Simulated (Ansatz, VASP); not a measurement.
# One calculation of Sn4Te, two programs

```
CELL_PARAMETERS angstrom
5.84362 0.00000 0.00000
0.00000 5.84362 0.00000
0.00000 0.00000 5.84362
ATOMIC_POSITIONS crystal
Sn 0.00000 0.50000 0.50000
Sn 0.50000 0.50000 0.00000
Sn 0.50000 0.00000 0.50000
Sn 0.00000 0.00000 0.00000
Te 0.50000 0.50000 0.50000
```

Alike in both runs: task single point; functional PBE; k mesh 6 × 6 × 6; occupations gaussian, width 0.1 eV; collinear spin.

|  | VASP | Ansatz |
| --- | --- | --- |
| version | VASP 6.6.1 | Ansatz 0.2.0 |
| potentials or method | VASP PAW PBE potentials, release 64 (Sn_d, Te), cutoff 500 eV | scalar-relativistic, plane waves, PAW |
| valence electrons in the cell | 62 | 72 |

```tsv
	VASP	Ansatz	Ansatz less VASP
gap on the k mesh at the Fermi level (eV)	none	none	-
pressure (GPa)	0.0	0.0	+0.02
net moment per atom (μB)	0.00	0.00	0.000
```

A gap of «none» marks a metal or a gap that the smearing closes. The functional is the same, so the differences come from potentials, cutoffs and numerics. VASP's potentials hold 62 valence electrons a cell and Ansatz's 72, so a difference there can come from the potentials and not from the codes. Ansatz's warnings: seeded moment not kept.

Spin-orbit coupling is off throughout.
